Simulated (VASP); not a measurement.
A run of VASP 6.6.1 is set up as follows.

Contents of INCAR:

```
SYSTEM = ScAl9
ALGO = Normal
EDIFF = 1E-7
ENCUT = 520
GGA = PE
ISIF = 2
ISMEAR = -1
ISYM = 0
LASPH = .True.
LCHARG = .False.
LREAL = Auto
LWAVE = .False.
NBANDS = 54
NELM = 80
PREC = Accurate
SIGMA = 0.05
```

Contents of KPOINTS:

```
Automatic mesh
0
Gamma
  1 1 1
  0.25 0.25 0.25
```

Contents of POSCAR:

```
ScAl9
1.0
    7.4469130000     -0.0134000000     -0.0543370000
   -0.0134000000      6.6775230000     -0.0651690000
   -0.0543370000     -0.0651690000      7.1022430000
Al Sc
18 2
Direct
    0.4882992138      0.7320270304      0.5197121788
    0.2926003313      0.4205978273      0.3960137613
    0.5073147168      0.9882759857      0.9713760734
    0.4989094272      0.5995667213      0.1271491844
    0.2904745452      0.6428356980      0.8418696002
    0.7495328885      0.2952219444      0.0932741512
    0.8017930665      0.0516212771      0.6763988696
    0.2888776668      0.9223517129      0.2652766858
    0.0417292480      0.5654675702      0.1594091329
    0.2519376026      0.2704445135      0.0465327830
    0.9950760921      0.1686033583      0.3609658473
    0.5436018877      0.3493910021      0.7786246061
    0.0106506638     -0.0385414291      0.9611318592
    0.7362390887      0.7171054708      0.8531613280
   -0.0142416561      0.3970611613      0.8116569976
    0.7678039195      0.4806806892      0.4761740258
    0.7581293433      0.8706616335      0.2408376652
    0.5601139648      0.1597781510      0.4060941726
    0.0458473076      0.7445900717      0.5228555818
    0.2304176716      0.0823438564      0.6705549883
```

Potentials or basis: VASP PAW PBE potentials, release 64 (Al, Sc_sv).

Launch:

```sh
$ cat potpaw_PBE.64/Al/POTCAR potpaw_PBE.64/Sc_sv/POTCAR > POTCAR
$ mpirun -np 1 vasp_std > vasp.out
```

Q: What does it give for the largest force?

A: 1.017 eV/Å.

Q: Estimate the pressure.

A: 1.1 GPa.

Q: Estimate the band gap on the k mesh.

A: 0.19 eV.

Stress tensor (GPa, compression positive):
```
 4.53  1.90  6.69
 1.90 -2.41 -4.41
 6.69 -4.41  1.17
```

Caveat: the k points lie up to 0.94 Å⁻¹ apart.
